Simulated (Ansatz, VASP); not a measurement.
# One calculation of Si7Ge, two programs

INCAR

```
PREC = Accurate ; ENCUT = 520
EDIFF = 1E-7 ; ISMEAR = 0
SIGMA = 0.03 ; LREAL = False
LASPH = True ; NELM = 80
ALGO = Normal ; ISIF = 2
LWAVE = False ; LCHARG = False
GGA = PS ; NBANDS = 31
```

Contents of KPOINTS:

```
Automatic mesh
0
Gamma
  6 6 6
```

File POSCAR:

```
Si7Ge
1.0
    5.4591768144      0.0000000000      0.0000000000
    0.0000000000      5.5956562348      0.0000000000
    0.0000000000      0.0000000000      5.4591768144
Si Ge
7 1
Direct
    0.2525976817      0.2525976817      0.2525976817
    0.0000000000      0.5000000000      0.5000000000
    0.5000000000      0.5000000000      0.0000000000
    0.5000000000      0.0000000000      0.5000000000
    0.7474023183      0.2525976817      0.7474023183
    0.7474023183      0.7474023183      0.2525976817
    0.2525976817      0.7474023183      0.7474023183
    0.0000000000      0.0000000000      0.0000000000
```

Input for Ansatz:

```yaml
crystal:
  lattice:
    - [5.4591768144, 0.0, 0.0]
    - [0.0, 5.5956562348, 0.0]
    - [0.0, 0.0, 5.4591768144]
  atoms:
    - { symbol: Si, position: [0.2525976817, 0.2525976817, 0.2525976817] }
    - { symbol: Si, position: [0.0, 0.5, 0.5] }
    - { symbol: Si, position: [0.5, 0.5, 0.0] }
    - { symbol: Si, position: [0.5, 0.0, 0.5] }
    - { symbol: Si, position: [0.7474023183, 0.2525976817, 0.7474023183] }
    - { symbol: Si, position: [0.7474023183, 0.7474023183, 0.2525976817] }
    - { symbol: Si, position: [0.2525976817, 0.7474023183, 0.7474023183] }
    - { symbol: Ge, position: [0.0, 0.0, 0.0] }
basis:
  ecutwfc: 420
kpoints:
  mp_grid: { grid: [6, 6, 6] }
hamiltonian:
  xc: pbesol
scf:
  occupations: { method: gaussian, width: 0.03 }
output:
  forces: true
  stress: true
  eigenvalues: true
```

Change from the starting cell: strain +0.0250 x Voigt [0, 1, 0, 0, 0, 0], atoms carried along.

Alike in both runs: task single point; functional PBEsol; k mesh 6 × 6 × 6; occupations gaussian, width 0.03 eV; no spin polarisation.

|  | VASP | Ansatz |
| --- | --- | --- |
| version | VASP 6.6.1 | Ansatz 0.2.0 |
| potentials or method | VASP PAW PBE potentials, release 64 (Si, Ge_d), cutoff 520 eV | scalar-relativistic, plane waves, PAW |
| valence electrons in the cell | 42 | 42 |

Ansatz gave:

```
gap on the k mesh at the Fermi level (eV)                     : 0.25
least direct gap on the mesh (eV)                             : 0.25
pressure (GPa)                                                : -2.1
traceless stress, the component that is largest in VASP (GPa) : -1.57
rms of the force components (eV/Å)                            : 0.003
```

Problem. What did VASP give for the same quantities?

Solution. gap on the k mesh at the Fermi level (eV): 0.25; least direct gap on the mesh (eV): 0.25; pressure (GPa): -2.1; traceless stress, the component that is largest in VASP (GPa): -1.57; rms of the force components (eV/Å): 0.004.

VASP's potentials were made for PBE, not for PBEsol. Atom by atom the forces differ by 0.003 eV/Å (rms over components).
